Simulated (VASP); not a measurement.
Here is a VASP 6.6.1 calculation.

File INCAR:

```
SYSTEM = Al
PREC = Accurate
ENCUT = 520
EDIFF = 1E-6
ISMEAR = -1
SIGMA = 0.1
LREAL = .False.
LASPH = .True.
NELM = 100
ALGO = Normal
ISIF = 2
LWAVE = .False.
LCHARG = .True.
GGA = PE
LELF = .True.
LVHAR = .True.
NBANDS = 8
```

File KPOINTS:

```
Automatic mesh
0
Gamma
  19 19 19
  0 0 0
```

The input POSCAR:

```
Al
1.0
    2.7218389360      0.0000000000      0.0000000000
    0.0000000000      2.7218389360      0.0000000000
    0.0000000000      0.0000000000      2.7218389360
Al
1
Direct
    0.0000000000      0.0000000000      0.0000000000
```

Potentials or basis: VASP PAW PBE potentials, release 64 (Al).

Run with:

```console
$ cat potpaw_PBE.64/Al/POTCAR > POTCAR
$ mpirun -np 1 vasp_std > vasp.out
```

Task: What does it give for the pressure?

Result: 0.0 GPa.
